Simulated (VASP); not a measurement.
Runs of VASP 6.6.1 on SiC. The structure is that of space group F-43m (No. 216), or close to it. The cells are those of the table. 

```tsv
cell	gap on the mesh (eV)	pressure (GPa)
a = 3.014, b = 3.014, c = 3.075 Å, angles 59.3, 59.3, 61.3°, 2 atoms	1.25	11.2
a = 3.197 Å, angles 60.0°, 2 atoms	1.79	-20.5
a = 3.320 Å, angles 60.0°, 2 atoms	(b)	-32.6
a = 2.952 Å, angles 60.0°, 2 atoms	(c)	36.9
a = 2.891, b = 2.891, c = 2.829 Å, angles 60.7, 60.7, 58.6°, 2 atoms	1.28	(a)
```

Alike in all rows: task single point; level r2SCAN; potentials or basis VASP PAW PBE potentials, release 64 (Si, C); no spin polarisation; k mesh 12 × 12 × 12; cutoff (eV) 520; smearing gaussian 0.05 eV.

**Question.** Estimate the missing entries.

**Answer.** (a) 71.9; (b) 1.83; (c) 1.63.

Caveats: the PAW data sets were made with another functional, which shifts forces and pressure a little.

A k mesh can miss the band edges.
